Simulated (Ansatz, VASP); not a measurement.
**As in VASP and in Ansatz**

INCAR

```
  ALGO = Normal
  DIPOL = 0.5 0.5 0.407
  EDIFF = 1E-6
  ENCUT = 520
  GGA = PE
  IDIPOL = 3
  ISIF = 2
  ISMEAR = 0
  IVDW = 12
  LASPH = T
  LCHARG = F
  LDIPOL = T
  LREAL = F
  LWAVE = F
  NBANDS = 18
  NELM = 100
  PREC = Accurate
  SIGMA = 0.05
```

File KPOINTS:

```
k-points
0
Gamma
  9 9 1
```

File POSCAR:

```
As
1.0
    3.5713380906      0.0000000000      0.0000000000
   -1.7856690453      3.0928695120      0.0000000000
    0.0000000000      0.0000000000     20.2952802043
As
4
Direct
    0.3333333333      0.6666666667      0.2905917062
    0.6666666667      0.3333333333      0.2217264287
    1.0000000000      0.3333333333      0.5920233711
    0.6666666667      0.6666666667      0.5231580937
```

Input for Ansatz:

```yaml
crystal:
  lattice:
    - [3.5713380906, 0.0, 0.0]
    - [-1.7856690453, 3.092869512, 0.0]
    - [0.0, 0.0, 20.2952802043]
  atoms:
    - { symbol: As, position: [0.3333333333, 0.6666666667, 0.2905917062] }
    - { symbol: As, position: [0.6666666667, 0.3333333333, 0.2217264287] }
    - { symbol: As, position: [1.0, 0.3333333333, 0.5920233711] }
    - { symbol: As, position: [0.6666666667, 0.6666666667, 0.5231580937] }
basis:
  ecutwfc: 420
kpoints:
  mp_grid: { grid: [9, 9, 1] }
hamiltonian:
  xc: pbe
  dispersion: d3bj
scf:
  occupations: { method: gaussian, width: 0.05 }
output:
  forces: true
  eigenvalues: true
efield:
  axis: 3
  dipole_correction: true
  ramp_width: 0.04
```

Alike in both runs: task single point; functional PBE; dispersion D3(BJ); k mesh 9 × 9 × 1; occupations gaussian, width 0.05 eV; no spin polarisation.

|  | VASP | Ansatz |
| --- | --- | --- |
| version | VASP 6.6.1 | Ansatz 0.2.0 |
| potentials or method | VASP PAW PBE potentials, release 64 (As), cutoff 520 eV | scalar-relativistic, plane waves, PAW |
| valence electrons in the cell | 20 | 60 |

Ansatz gave:

* gap on the k mesh at the Fermi level (eV): 1.43
* least direct gap on the mesh (eV): 1.95
* rms of the force components (eV/Å): 0.021

Problem. Which values does VASP return?

Solution. gap on the k mesh at the Fermi level (eV): 1.43; least direct gap on the mesh (eV): 1.94; rms of the force components (eV/Å): 0.066.

Atom by atom the forces differ by 0.053 eV/Å (rms over components). VASP's potentials hold 20 valence electrons a cell and Ansatz's 60, so a difference there can come from the potentials and not from the codes.
